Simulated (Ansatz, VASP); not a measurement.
# One calculation of AlAs5, two programs

```xyz
6
Lattice="-2.8754 2.8754 3.8881 2.8754 -2.8754 3.8881 2.8754 2.8754 -3.8881" Properties=species:S:1:pos:R:3 pbc="T T T"
Al    0.0000    0.0000    3.8881
As    1.4377    1.4377    1.9440
As    1.4377    1.4377   -1.9440
As   -1.4377    1.4377    1.9440
As    1.4377   -1.4377    1.9440
As    0.0000    0.0000    0.0000
```

Alike in both runs: functional PBE; k mesh 10 × 10 × 10; occupations gaussian, width 0.1 eV; no spin polarisation.

Ansatz relaxed the structure, and its values are those at the end. VASP's run is a single point on that final structure, the one shown.

|  | VASP | Ansatz |
| --- | --- | --- |
| version | VASP 6.6.1 | Ansatz 0.2.0 |
| potentials or method | VASP PAW PBE potentials, release 64 (Al, As), cutoff 520 eV | scalar-relativistic, plane waves, PAW |
| valence electrons in the cell | 28 | 78 |

VASP gave:

- gap on the k mesh at the Fermi level (eV): none
- pressure (GPa): 0.1

Q: What did Ansatz give for the same quantities?

A: gap on the k mesh at the Fermi level (eV): none; pressure (GPa): 0.0.

A gap of «none» marks a metal or a gap that the smearing closes. VASP's potentials hold 28 valence electrons a cell and Ansatz's 78, so a difference there can come from the potentials and not from the codes.
